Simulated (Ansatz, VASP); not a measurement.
## SrLi2SnSe4 in VASP and in Ansatz

Contents of POSCAR:

```
SrLi2SnSe4
1.0
   -3.4320240000      3.4320240000      4.0809080000
    3.4320240000     -3.4320240000      4.0809080000
    3.4320240000      3.4320240000     -4.0809080000
Sn Sr Li Se
1 1 2 4
Direct
    0.0000000000      0.0000000000      0.0000000000
    0.5000000000      0.5000000000      0.0000000000
    0.2500000000      0.7500000000      0.5000000000
    0.7500000000      0.2500000000      0.5000000000
    0.0352600000      0.0352600000      0.4132000000
    0.9647400000      0.3779400000      0.0000000000
    0.6220600000      0.6220600000      0.5868000000
    0.3779400000      0.9647400000      0.0000000000
```

INCAR.step1

```
PREC = Accurate ; ENCUT = 520
ISMEAR = 1 ; SIGMA = 0.0134
LREAL = F ; LASPH = T
NELM = 100 ; NBANDS = 37
GGA = PE ; ALGO = Normal
EDIFF = 1E-4 ; LWAVE = T
LCHARG = F
```

File INCAR.step2:

```
PREC = Accurate ; ENCUT = 520
EDIFF = 1E-6 ; ISMEAR = 1
SIGMA = 0.0134 ; LREAL = F
LASPH = T ; NELM = 100
ALGO = Normal ; ISIF = 2
LWAVE = F ; LCHARG = F
METAGGA = R2SCAN ; LMIXTAU = T
NBANDS = 37 ; ISTART = 1
```

Contents of KPOINTS:

```
regular mesh
0
Gamma
  5 5 5
```

Input for Ansatz:

```yaml
crystal:
  lattice:
    - [-3.432024, 3.432024, 4.080908]
    - [3.432024, -3.432024, 4.080908]
    - [3.432024, 3.432024, -4.080908]
  atoms:
    - { symbol: Sn, position: [0.0, 0.0, 0.0] }
    - { symbol: Sr, position: [0.5, 0.5, 0.0] }
    - { symbol: Li, position: [0.25, 0.75, 0.5] }
    - { symbol: Li, position: [0.75, 0.25, 0.5] }
    - { symbol: Se, position: [0.03526, 0.03526, 0.4132] }
    - { symbol: Se, position: [0.96474, 0.37794, 0.0] }
    - { symbol: Se, position: [0.62206, 0.62206, 0.5868] }
    - { symbol: Se, position: [0.37794, 0.96474, 0.0] }
  symmetry: { tolerance: 0.0003 }
kpoints:
  mp_grid: { grid: [5, 5, 5], shift: [0, 0, 0] }
  band_path:
    path:
      - [0.0, 0.0, 0.0]
      - [0.0, 0.0, 0.5]
      - [0.25, 0.25, 0.25]
      - [0.0, 0.5, 0.0]
      - [0.0, 0.0, 0.0]
      - [0.5, 0.5, -0.5]
      - [0.42681823, 0.57318177, -0.42681823]
      - [-0.42681823, 0.42681823, 0.42681823]
      - [0.0, 0.0, 0.0]
      - [0.0, 0.0, 0.5]
      - [-0.35363646, 0.35363646, 0.5]
    npoints: 6
magnetization:
  spin_polarized: false
scf:
  occupations: { method: cold, width: 0.0134 }
  lower_state_search: "off"
  max_iter: 200
hamiltonian:
  pseudopotentials: { kind: paw }
  xc: r2scan
basis:
  ecutwfc: 500
  fft_grid_basis: typed
output:
  forces: true
  stress: true
  eigenvalues: true
  bader: true
  populations: true
  elf: true
  write_potential: true
  volumetric_format: npy
  dos:
    e_range: [-12, 8]
    de: 0.05
    projected: { site_lists: { Li: [Li], Se: [Se], Sn: [Sn], Sr: [Sr] } }
checkpoint:
  read: saved_state
```

Alike in both runs: task single point; functional r2SCAN; k mesh 5 × 5 × 5; no spin polarisation.

```csv
,VASP,Ansatz
version,VASP 6.6.1,Ansatz 0.2.0
potentials or method,"VASP PAW PBE potentials, release 64 (Sn_d, Sr_sv, Li_sv, Se), cutoff 520 eV",PAW plane waves
occupations,"methfessel-paxton of order 1, width 0.0134 eV","cold, width 0.0134 eV"
valence electrons in the cell,54,94
```

Ansatz gave:

| Property | Result |
| --- | --- |
| gap on the k mesh at the Fermi level (eV) | 2.69 |
| rms of the force components (eV/Å) | 0.352 |

Estimate VASP's values.

gap on the k mesh at the Fermi level (eV): 2.70; rms of the force components (eV/Å): 0.354.

VASP's potentials were made for PBE, not for r2SCAN. Atom by atom the forces differ by 0.002 eV/Å (rms over components). VASP's potentials hold 54 valence electrons a cell and Ansatz's 94, so a difference there can come from the potentials and not from the codes.

Noted on VASP's run: the cutoff is short for stress, so the pressure is rough.
